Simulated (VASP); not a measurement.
# ScAgC4N4 (P-43m) in VASP: a series of runs

The runs below take ScAgC4N4 through relaxation of cell and atoms, single point, with PBE.

All numbers are computed with VASP 6.6.1; they aren't measurements. Logs are shortened: lines on timing, memory, paths and dates and some standing lists are left out, and cuts for length are marked.

## Step 1: The cell of the first run

The structure is cubic, space group P-43m (No. 215). The conventional cell has a = 6.134 Å, b = 6.134 Å, c = 6.134 Å, α = 90.00°, β = 90.00°, γ = 90.00°. Within 2.8 Å of Sc (site symmetry -43m) lie 4 N at 2.12 Å. Ag (site symmetry -43m) has 4 C at 2.02 Å within 2.7 Å. C (site symmetry 3m) has 1 N at 1.17 Å within 1.6 Å. N (site symmetry 3m) has 1 C at 1.17 Å within 1.6 Å.

## Step 2: Relaxation of cell and atoms, PBE

The input, INCAR:

```
ALGO = Normal ; EDIFF = 1E-6
EDIFFG = -0.04 ; ENCUT = 600
GGA = PE ; IBRION = 2
ISIF = 3 ; ISMEAR = 0
LASPH = True ; LCHARG = False
LREAL = False ; LWAVE = False
NELM = 80 ; NSW = 90
PREC = Accurate ; SIGMA = 0.1
```

The input, KPOINTS:

```
k-points
0
Gamma
  4 4 4
```

The input, POSCAR:

```
ScAgC4N4
1.0
    6.1337692600      0.0000000000      0.0000000000
    0.0000000000      6.1337692600      0.0000000000
    0.0000000000      0.0000000000      6.1337692600
Sc Ag C N
1 1 4 4
Direct
    0.5000000000      0.5000000000      0.5000000000
    0.0000000000      0.0000000000      0.0000000000
    0.1903238000      0.1903238000      0.1903238000
    0.1903238000      0.8096762000      0.8096762000
    0.8096762000      0.1903238000      0.8096762000
    0.8096762000      0.8096762000      0.1903238000
    0.3004518100      0.3004518100      0.3004518100
    0.3004518100      0.6995481900      0.6995481900
    0.6995481900      0.3004518100      0.6995481900
    0.6995481900      0.6995481900      0.3004518100
```

Potentials or basis: VASP PAW PBE potentials, release 64 (Sc_sv, Ag, C, N).

On the command line:

```
$ cat potpaw_PBE.64/Sc_sv/POTCAR potpaw_PBE.64/Ag/POTCAR potpaw_PBE.64/C/POTCAR potpaw_PBE.64/N/POTCAR > POTCAR
$ mpirun -np 1 vasp_std > vasp.out
```

OUTCAR:

```text
EDIFF = 1E-6
   EDIFFG = -0.04
   ENCUT = 600
   GGA = PE
   IBRION = 2
   ISIF = 3
   ISMEAR = 0
   LASPH = True
   LREAL = False
   NELM = 80
   NSW = 90
   PREC = Accurate

 ion  position               nearest neighbor table
   1  0.500  0.500  0.500-   7 2.12   8 2.12   9 2.12  10 2.12
   2  0.000  0.000  0.000-   3 2.02   4 2.02   5 2.02   6 2.02
   3  0.190  0.190  0.190-   7 1.17   2 2.02
   4  0.190  0.810  0.810-   8 1.17   2 2.02
   5  0.810  0.190  0.810-   9 1.17   2 2.02
   6  0.810  0.810  0.190-  10 1.17   2 2.02
   7  0.300  0.300  0.300-   3 1.17   1 2.12
   8  0.300  0.700  0.700-   4 1.17   1 2.12
   9  0.700  0.300  0.700-   5 1.17   1 2.12
  10  0.700  0.700  0.300-   6 1.17   1 2.12

  LATTYP: Found a simple cubic cell.
 ALAT       =     6.1337692600

  Lattice vectors:

 A1 = (   6.1337692600,   0.0000000000,   0.0000000000)
 A2 = (   0.0000000000,   6.1337692600,   0.0000000000)
 A3 = (   0.0000000000,   0.0000000000,   6.1337692600)

Analysis of symmetry for initial positions (statically):
=====================================================================
 Subroutine PRICEL returns:
 Original cell was already a primitive cell.

 Routine SETGRP: Setting up the symmetry group for a
 simple cubic supercell.

 Subroutine GETGRP returns: Found 24 space group operations
 (whereof 24 operations were pure point group operations)
 out of a pool of 48 trial point group operations.

The static configuration has the point symmetry T_d .

Analysis of symmetry for dynamics (positions and initial velocities):
=====================================================================
 Subroutine PRICEL returns:
 Original cell was already a primitive cell.

 Routine SETGRP: Setting up the symmetry group for a
 simple cubic supercell.

 Subroutine GETGRP returns: Found 24 space group operations
 (whereof 24 operations were pure point group operations)
 out of a pool of 48 trial point group operations.

The dynamic configuration has the point symmetry T_d .

 Subroutine INISYM returns: Found 24 space group operations
 (whereof 24 operations are pure point group operations),
 and found     1 'primitive' translations

----------------------------------------------------------------------------------------

                                     Primitive cell

  volume of cell :     230.7716

  direct lattice vectors                    reciprocal lattice vectors
     6.133769260  0.000000000  0.000000000     0.163031891  0.000000000  0.000000000
     0.000000000  6.133769260  0.000000000     0.000000000  0.163031891  0.000000000
     0.000000000  0.000000000  6.133769260     0.000000000  0.000000000  0.163031891

  length of vectors
     6.133769260  6.133769260  6.133769260     0.163031891  0.163031891  0.163031891

  position of ions in fractional coordinates (direct lattice)
     0.500000000  0.500000000  0.500000000
     0.000000000  0.000000000  0.000000000
     0.190323800  0.190323800  0.190323800
     0.190323800  0.809676200  0.809676200
     0.809676200  0.190323800  0.809676200
     0.809676200  0.809676200  0.190323800
     0.300451810  0.300451810  0.300451810
     0.300451810  0.699548190  0.699548190
     0.699548190  0.300451810  0.699548190
     0.699548190  0.699548190  0.300451810

  ion indices of the primitive-cell ions
   primitive index   ion index
                 1           1
                 2           2
                 3           3
                 4           4
                 5           5
                 6           6
                 7           7
                 8           8
                 9           9
                10          10

----------------------------------------------------------------------------------------

 KPOINTS: k-points

Automatic generation of k-mesh.
 Grid dimensions read from file:
 generate k-points for:    4    4    4

 Generating k-lattice:

  Cartesian coordinates                     Fractional coordinates (reciprocal lattice)
     0.040757973  0.000000000  0.000000000     0.250000000  0.000000000  0.000000000
     0.000000000  0.040757973  0.000000000     0.000000000  0.250000000  0.000000000
     0.000000000  0.000000000  0.040757973     0.000000000  0.000000000  0.250000000

  Length of vectors
     0.040757973  0.040757973  0.040757973

  Shift w.r.t. Gamma in fractional coordinates (k-lattice)
     0.000000000  0.000000000  0.000000000

 Subroutine IBZKPT returns following result:
 ===========================================

 Found     10 irreducible k-points:

 Following reciprocal coordinates:
            Coordinates               Weight
  0.000000  0.000000  0.000000      1.000000
  0.250000  0.000000  0.000000      6.000000
  0.500000  0.000000  0.000000      3.000000
  0.250000  0.250000  0.000000     12.000000
  0.500000  0.250000  0.000000     12.000000
  0.500000  0.500000  0.000000      3.000000
  0.250000  0.250000  0.250000      8.000000
  0.500000  0.250000  0.250000     12.000000
  0.500000  0.500000  0.250000      6.000000
  0.500000  0.500000  0.500000      1.000000
   k-points           NKPTS =     10   k-points in BZ     NKDIM =     10   number of bands    NBANDS=     35
   number of dos      NEDOS =    301   number of ions     NIONS =     10
   total plane-waves  NPLWV = 125000
   dimension x,y,z NGX =    50 NGY =   50 NGZ =   50
   dimension x,y,z NGXF=   100 NGYF=  100 NGZF=  100
   ions per type =               1   1   4   4
   NGX,Y,Z   is equivalent  to a cutoff of  13.55, 13.55, 13.55 a.u.
   NGXF,Y,Z  is equivalent  to a cutoff of  27.10, 27.10, 27.10 a.u.
 SYSTEM =  unknown system
   PREC   = accura    normal or accurate (medium, high low for compatibility)
   ISTART =      0    job   : 0-new  1-cont  2-samecut
   ICHARG =      2    charge: 1-file 2-atom 10-const
   ISPIN  =      1    spin polarized calculation?
   LNONCOLLINEAR =      F non collinear calculations
   LSORBIT =      F    spin-orbit coupling
   LASPH  =      T    aspherical Exc in radial PAW
   ENCUT  =  600.0 eV  44.10 Ry    6.64 a.u.  12.25 12.25 12.25*2*pi/ulx,y,z
   NELM   =     80;   NELMIN=  2; NELMDL= -5     # of ELM steps
   EDIFF  = 0.1E-05   stopping-criterion for ELM
   LREAL  =      F    real-space projection
   EDIFFG = -.4E-01   stopping-criterion for IOM
   NSW    =     90    number of steps for IOM
   IBRION =      2    ionic relax: 0-MD 1-quasi-New 2-CG
   NFREE  =      1    steps in history (QN), initial steepest desc. (CG)
   ISIF   =      3    stress and relaxation
   ISYM   =      2    0-nonsym 1-usesym 2-fastsym
   POTIM  = 0.5000    time-step for ionic-motion
   TEBEG  =    0.0;   TEEND  =   0.0 temperature during run
   PSTRESS=    0.0 pullay stress
   NELECT =      58.0000    total number of electrons
   NUPDOWN=      -1.0000    fix difference up-down
   EMIN   =  10.00;   EMAX   =-10.00  energy-range for DOS
   EFERMI =   0.00;   METHOD = LEGACY
   ISMEAR =     0;   SIGMA  =   0.10  broadening in eV -4-tet -1-fermi 0-gaus
   EFERMI_NEDOS =   21; number of points for ismear=-14 and -15
   IALGO  =     38    algorithm
   IMIX   =      4    mixing-type and parameters
     AMIX     =   0.40;   BMIX     =  1.00
     AMIX_MAG =   1.60;   BMIX_MAG =  1.00
  volume/ion in A,a.u.               =      23.08       155.73
  Fermi-wavevector in a.u.,A,eV,Ry     =   1.033134  1.952340 14.522399  1.067366
  Thomas-Fermi vector in A             =   2.167366
   LORBIT       =      0    0 simple, 1 ext, 2 COOP (PROOUT), +10 PAW based schemes
   GGA     = PE    functional components
   LHFCALC =     F    Hartree Fock is set to
   AEXX    =    0.0000 exact exchange contribution
   IVDW    =     0    specifies the selected vdW correction
   LEPSILON=     F    determine dielectric tensor
   LRPA    =     F    only Hartree local field effects (RPA)
 conjugate gradient relaxation of ions
 non-spin polarized calculation
 Gauss-broadening in eV      SIGMA  =   0.10
  energy-cutoff  :      600.00
  volume of cell :      230.77
 maximum number of plane-waves:      7809
 NGX is ok and might be reduce to    50
   NGX = 25   NGY = 25   NGZ = 25

--------------------------------------- Ionic step        1  -------------------------------------------

 number of electron      58.0000002 magnetization

 Free energy of the ion-electron system (eV)
  ---------------------------------------------------
  ext. energy  EPLUGINS =         0.00000000
  ---------------------------------------------------
  free energy    TOTEN  =       -77.85985919 eV

  energy without entropy =      -77.85985919  energy(sigma->0) =      -77.85985919

------------------------ aborting loop because EDIFF is reached ----------------------------------------

  FORCE on cell =-STRESS in cart. coord.  units (eV):
  Direction    XX          YY          ZZ          XY          YZ          ZX
  --------------------------------------------------------------------------------------
  -------------------------------------------------------------------------------------
  Total        3.9082451      3.9082451      3.9082451      0.0000000     -0.0000000      0.0000000
  in kB       27.1337658     27.1337658     27.1337658      0.0000000     -0.0000000      0.0000000
  external PRESSURE =      27.1337658 kB  Pullay stress =       0.0000000 kB
[... 113 lines left out ...]
  FREE ENERGIE OF THE ION-ELECTRON SYSTEM (eV)
  ---------------------------------------------------
  free  energy   TOTEN  =       -77.9259430778 eV

  energy  without entropy=      -77.9259430778  energy(sigma->0) =      -77.92594308

[... ionic steps 4 to 7 ...]

--------------------------------------- Ionic step        8  -------------------------------------------

 number of electron      58.0000005 magnetization

------------------------ aborting loop because EDIFF is reached ----------------------------------------

  FORCE on cell =-STRESS in cart. coord.  units (eV):
  Direction    XX          YY          ZZ          XY          YZ          ZX
  --------------------------------------------------------------------------------------
  -------------------------------------------------------------------------------------
  Total       -0.5198653     -0.5198653     -0.5198653      0.0000000     -0.0000000      0.0000000
  in kB       -3.3798917     -3.3798917     -3.3798917      0.0000000     -0.0000000      0.0000000
  external PRESSURE =      -3.3798917 kB  Pullay stress =       0.0000000 kB
[... 73 lines left out ...]
  energy  without entropy=      -78.2312134281  energy(sigma->0) =      -78.23121343

--------------------------------------- Ionic step       10  -------------------------------------------

 number of electron      58.0000009 magnetization

 Free energy of the ion-electron system (eV)
  ---------------------------------------------------
  ext. energy  EPLUGINS =         0.00000000
  ---------------------------------------------------
  free energy    TOTEN  =       -78.23211769 eV

  energy without entropy =      -78.23211769  energy(sigma->0) =      -78.23211769

 E-fermi :  -1.7979     XC(G=0):  -6.6577

 val. band max:       -2.2588083196   @ k =   0.5000   0.5000   0.5000
 cond. band min:       0.4739501976   @ k =   0.5000   0.0000   0.0000
 fundamental gap:      2.7327585172
 Fermi energy:        -1.7979069577

 k-point     1 :       0.0000    0.0000    0.0000
  band No.  band energies     occupation
      1     -51.4035      2.00000
      2     -30.0472      2.00000
      3     -30.0472      2.00000
      4     -30.0472      2.00000
      5     -18.8863      2.00000
      6     -18.8011      2.00000
[... 406 lines left out ...]
  FREE ENERGIE OF THE ION-ELECTRON SYSTEM (eV)
  ---------------------------------------------------
  free  energy   TOTEN  =       -78.2321176915 eV

  energy  without entropy=      -78.2321176915  energy(sigma->0) =      -78.23211769

 reached required accuracy - stopping structural energy minimisation
```

Wall time 8.2 min (1 thread of Intel Xeon 6975P-C (Granite Rapids), shared host); peak memory 0.44 GiB.

What came out:

- Free energy: -78.2321 eV
- Relaxed volume: 24.44 Å³/atom
- Relaxed cell: a = 6.252 Å, b = 6.252 Å, c = 6.252 Å, α = 90.00°, β = 90.00°, γ = 90.00°
- Space group after relaxing (to 0.1 Å): P-43m (No. 215)
- Energy gained by relaxing: 37.2 meV/atom
- Ionic steps: 10
- Pressure after relaxing: 0.0 GPa
- Largest force after relaxing: 0.019 eV/Å
- Band gap on the k mesh: 2.73 eV (least direct gap 2.75 eV)

Forces in eV/Å, atoms in the order of the input:
```
Sc   0.000  0.000  0.000
Ag   0.000  0.000  0.000
C    0.011  0.011  0.011
C    0.011 -0.011 -0.011
C   -0.011  0.011 -0.011
C   -0.011 -0.011  0.011
N    0.003  0.003  0.003
N    0.003 -0.003 -0.003
N   -0.003  0.003 -0.003
N   -0.003 -0.003  0.003
```

The path:
```tsv
step	energy change (eV)	largest force (eV/Å)	pressure (GPa)	volume (Å³)
1	0.0000	1.8059	2.71	230.77
2	1.4227	8.1872	-6.97	244.07
3	-0.0661	1.9163	0.53	232.88
4	-0.3031	1.2008	-0.55	240.72
5	-0.3574	0.7747	-1.08	247.16
6	-0.0179	4.8786	4.19	242.68
7	-0.3686	0.1129	-0.35	246.45
8	-0.3686	0.1290	-0.34	246.43
9	-0.3714	0.0688	-0.16	245.40
10	-0.3723	0.0191	0.03	244.36
```

Final structure:
```yaml
crystal:
  lattice:
    - [6.25186, 0.00000, 0.00000]
    - [0.00000, 6.25186, 0.00000]
    - [0.00000, 0.00000, 6.25186]
  atoms:
    - { symbol: Sc, position: [0.50000, 0.50000, 0.50000] }
    - { symbol: Ag, position: [0.00000, 0.00000, 0.00000] }
    - { symbol: C, position: [0.19885, 0.19885, 0.19885] }
    - { symbol: C, position: [0.19885, 0.80115, 0.80115] }
    - { symbol: C, position: [0.80115, 0.19885, 0.80115] }
    - { symbol: C, position: [0.80115, 0.80115, 0.19885] }
    - { symbol: N, position: [0.30791, 0.30791, 0.30791] }
    - { symbol: N, position: [0.30791, 0.69209, 0.69209] }
    - { symbol: N, position: [0.69209, 0.30791, 0.69209] }
    - { symbol: N, position: [0.69209, 0.69209, 0.30791] }
```

(Part 1 of 2 ends here.)
